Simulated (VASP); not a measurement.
Input of a VASP 6.6.1 run:

Contents of INCAR:

```
SYSTEM = TaSi3
  ALGO = Normal
  EDIFF = 1E-7
  ENCUT = 520
  GGA = PE
  ISIF = 2
  ISMEAR = -1
  ISYM = 0
  LASPH = .TRUE.
  LCHARG = .FALSE.
  LREAL = Auto
  LWAVE = .FALSE.
  NBANDS = 60
  NELM = 80
  PREC = Accurate
  SIGMA = 0.05
```

Contents of KPOINTS:

```
Automatic mesh
0
Gamma
  1 1 1
  0.25 0.25 0.25
```

POSCAR

```
TaSi3
1.0
    6.4980500000      0.1502530000      0.2007460000
    0.1502530000      6.7111390000     -0.0846960000
    0.2007460000     -0.0846960000      6.3763750000
Si Ta
12 4
Direct
    0.4406728275      0.7170986044      0.4812485269
    0.2857522790      0.2084580476      0.6608348687
    0.8225910579      0.7393308254      0.4301231498
    0.3979772431      0.1012820903      0.2922152239
    1.0398212611      0.2729353254      1.0302277660
    0.5236252957      0.3684448024      0.9360720029
    0.7419780648      1.0436456568      0.0528655363
    0.0405372161      0.9510632308      0.7441246111
    0.8112916448      0.6391171224      0.0339785711
    0.2362438946      0.8171133530      0.1499438499
    0.5317452041      0.7678664676      0.8374056569
    0.9076328808      0.3711247844      0.6497541494
    0.1517006893      0.5048345681      0.3276948363
    0.6868639294      0.3880849478      0.2973504627
    0.1830415215      0.5884562398      0.7973594772
    0.6709101234      0.0716330648      0.6073216381
```

Potentials or basis: VASP PAW PBE potentials, release 64 (Si, Ta_pv).

Command:

```console
$ cat potpaw_PBE.64/Si/POTCAR potpaw_PBE.64/Ta_pv/POTCAR > POTCAR
$ mpirun -np 1 vasp_std > vasp.out
```

(1) Predict the largest force.

(2) Predict the band gap on the k mesh.

## Answers

(1) 1.323 eV/Å.

(2) 0.48 eV.

Caveat: the k points lie up to 0.99 Å⁻¹ apart; spin-orbit coupling is left out, which moves the levels of the heavy elements.
